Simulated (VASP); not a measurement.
## Au: single point with PBE

The system is Au.

```
CELL_PARAMETERS angstrom
3.33432 0.00000 0.00000
0.00000 3.33432 0.00000
0.00000 0.00000 3.16926
ATOMIC_POSITIONS crystal
Au 0.00000 0.00000 0.00000
Au 0.50000 0.50000 0.50000
```

This cell differs from its parent crystal: uniaxial strain along c: -4.0 %.

* Program: VASP 6.6.1
* Task: single point
* Functional: PBE
* Potentials or basis: VASP PAW PBE potentials, release 64 (Au_sv_GW)
* Cutoff: 500 eV
* k mesh: 12 × 12 × 12
* Occupations: gaussian, width 0.1 eV
* Spin: no spin polarisation
* Dipole correction: no
* Second run: valence_matched
* Further INCAR settings: ALGO = Normal; EDIFF = 1e-06; NBANDS = 26

```yaml
Pressure: 1.5 GPa
Band_gap_on_the_k_mesh: zero (band 19 reaches 11.34 eV, above the bottom of band 20 at 6.19 eV)
```

Stress tensor (GPa, compression positive):
```
1.47 0.00 0.00
0.00 1.47 0.00
0.00 0.00 1.57
```

Levels at points of the mesh, in eV from the Fermi level:
```tsv
k point	band 15	band 16	band 17	band 18	band 19	band 20	band 21	band 22	band 23	band 24
(0.00, 0.00, 0.00)	-3.15	-2.77	-1.87	-1.87	-1.77	5.76	5.76	7.23	9.19	15.11
(0.50, 0.00, 0.00)	-3.98	-3.98	-3.37	-3.37	-2.19	-2.19	12.54	12.54	12.91	12.91
(0.50, 0.50, 0.00)	-2.86	-2.86	-1.52	-1.52	-0.74	-0.74	3.05	3.05	12.81	12.81
(0.00, 0.00, 0.50)	-4.27	-4.27	-3.49	-3.49	-1.57	-1.57	11.99	11.99	13.46	13.46
(0.50, 0.00, 0.50)	-2.59	-2.59	-1.47	-1.47	-0.45	-0.45	3.47	3.47	12.09	12.09
(0.50, 0.50, 0.50)	-2.80	-2.80	-2.61	-2.61	2.79	2.79	6.72	6.72	7.18	7.18
```

Wall time 93 s on 1 thread of Intel(R) Xeon(R) Platinum 8488C (Sapphire Rapids) (shared host), peak memory 0.25 GiB.

Caveat: the cell differs from its parent crystal (uniaxial strain along c: -4.0 %); spin-orbit coupling is left out, which moves the levels of the heavy elements.
